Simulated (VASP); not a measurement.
# RuC4: single point with PBE

The system is RuC4.

```
Ru C
1.0
     3.89956    0.00000    0.00000
    -1.94978    3.37712    0.00000
     0.00000    0.00000    3.87877
Ru C
1 4
Direct
  0.00000 0.00000 0.50000
  0.50000 0.00000 0.00000
  0.00000 0.50000 0.00000
  0.50000 0.50000 0.00000
  0.00000 0.00000 0.00000
```

```json
{
  "Program": "VASP 6.6.1",
  "Task": "single point",
  "Functional": "PBE",
  "Potentials or basis": "VASP PAW PBE potentials, release 64 (Ru_pv, C)",
  "Cutoff": "520 eV",
  "k mesh": "6 × 6 × 4",
  "Occupations": "gaussian, width 0.1 eV",
  "Spin": "collinear spin, ferromagnetic start",
  "Starting moments": "[1.0, 0.0, 0.0, 0.0, 0.0] μB",
  "Dipole correction": "no",
  "Further INCAR settings": "ALGO = Normal; EDIFF = 1e-06; NBANDS = 27"
}
```

```
Pressure                                              : -0.1 GPa
Band gap on the k mesh                                : zero (filled and empty bands overlap)
Net moment                                            : 0.00 μB per cell
Valence electrons inside the program's atomic spheres : Ru 12.58; C 2.11, 2.31
```

Stress tensor (GPa, compression positive):
```
-0.16  0.00  0.00
 0.00 -0.16  0.00
 0.00  0.00  0.06
```

Levels at points of the mesh, in eV from the Fermi level:
Spin up:
| k point | band 13 | band 14 | band 15 | band 16 | band 17 | band 18 |
| --- | --- | --- | --- | --- | --- | --- |
| (0.00, 0.00, 0.00) | -1.78 | -0.64 | -0.39 | -0.39 | 1.00 | 1.59 |
| (0.50, 0.00, 0.00) | -1.09 | -0.44 | 0.01 | 0.87 | 1.15 | 1.24 |
| (0.00, 0.00, 0.50) | -2.04 | -2.04 | 0.15 | 0.15 | 2.85 | 2.85 |
| (0.50, 0.00, 0.50) | -0.49 | -0.37 | 0.05 | 0.13 | 0.32 | 1.05 |
Spin down:
```csv
k point,band 11,band 12,band 13,band 14,band 15,band 16,band 17,band 18,band 19,band 20
"(0.00, 0.00, 0.00)",-5.75,-1.78,-1.78,-0.63,-0.39,-0.39,1.00,1.59,1.59,4.33
"(0.50, 0.00, 0.00)",-2.45,-1.35,-1.09,-0.44,0.01,0.87,1.15,1.24,2.07,2.62
"(0.00, 0.00, 0.50)",-6.10,-5.04,-2.04,-2.04,0.15,0.15,2.85,2.85,4.26,6.51
"(0.50, 0.00, 0.50)",-2.17,-1.34,-0.49,-0.37,0.05,0.13,0.32,1.05,1.78,3.93
```

Wall time 79 s on 1 thread of Intel(R) Xeon(R) Platinum 8259CL CPU @ 2.50GHz (Skylake/Cascade Lake) (shared host), peak memory 0.21 GiB.

Caveat: the k points lie up to 0.40 Å⁻¹ apart.
